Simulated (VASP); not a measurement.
MgS, 2 atoms in the cell. The structure is cubic, space group F-43m (No. 216). The conventional cell has a = 5.590 Å, b = 5.590 Å, c = 5.590 Å, α = 90.00°, β = 90.00°, γ = 90.00°. S (site symmetry -43m) has 4 Mg at 2.42 Å within 3.2 Å. Within 3.2 Å of Mg (site symmetry -43m) lie 4 S at 2.42 Å. 

```yaml
Program: VASP 6.6.1
Task: single point
Functional: LDA
Potentials_or_basis: VASP PAW LDA potentials, release 64 (S, Mg)
Cutoff: 520 eV
k_mesh: 8 × 8 × 8
Occupations: fermi-dirac, width 0.05 eV
Spin: no spin polarisation
Dipole_correction: no
Further_INCAR_settings: ALGO = Normal; EDIFF = 1e-06; NBANDS = 11
```

Potentials or basis: VASP PAW LDA potentials, release 64 (S, Mg).

Launch:

```console
$ cat potpaw_LDA.64/S/POTCAR potpaw_LDA.64/Mg/POTCAR > POTCAR
$ mpirun -np 1 vasp_std > vasp.out
```

Hardware: 1 thread of Intel(R) Xeon(R) 6975P-C (Granite Rapids), on a shared host.

Problem. Estimate the wall time of this run.

Solution. It took 8.4 s on 1 thread of Intel(R) Xeon(R) 6975P-C (Granite Rapids), on a shared host, peak memory 0.15 GiB. Counts: scf iterations 12, k points 29.
